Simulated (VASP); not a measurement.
A run of VASP 6.6.1:

The input INCAR:

```
ALGO = Normal ; EDIFF = 1E-6
ENCUT = 520 ; GGA = PE
ISIF = 2 ; ISMEAR = 0
LASPH = True ; LCHARG = False
LREAL = False ; LWAVE = False
NBANDS = 39 ; NELM = 80
PREC = Accurate ; SIGMA = 0.1
```

The input KPOINTS:

```
k-points
0
Gamma
  4 4 2
```

File POSCAR:

```
Bi2Te2O3
1.0
    4.3606573556      0.0006377225     -0.0081745986
   -2.0652659178      5.6700691287      0.0555080284
   -0.3215742302     -3.0698789526      7.3010943045
Bi Te O
2 2 3
Direct
    0.1116166425      0.2711605525      0.8411410576
    0.8535641940      0.7377338079      0.1388772699
    0.7327891043      0.4252770903      0.4174503496
    0.4701799655      0.7057352549      0.6851802481
    0.2901237937      0.6103742496      0.0871193520
    0.6628462602      0.3611290870      0.9307617925
    0.8788800396      0.8885899583      0.8994699304
```

Potentials or basis: VASP PAW PBE potentials, release 64 (Bi_d, Te, O).

Run with:

```sh
$ cat potpaw_PBE.64/Bi_d/POTCAR potpaw_PBE.64/Te/POTCAR potpaw_PBE.64/O/POTCAR > POTCAR
$ mpirun -np 1 vasp_std > vasp.out
```

Hardware: 1 thread of AMD EPYC 7R43 64-Core Processor (Zen 3), on a shared host.

Estimate the wall time of this run.

Wall time 2.1 min on 1 thread of AMD EPYC 7R43 64-Core Processor (Zen 3), with other jobs on the host, peak memory 0.32 GiB. Counts: scf iterations 16, k points 20.
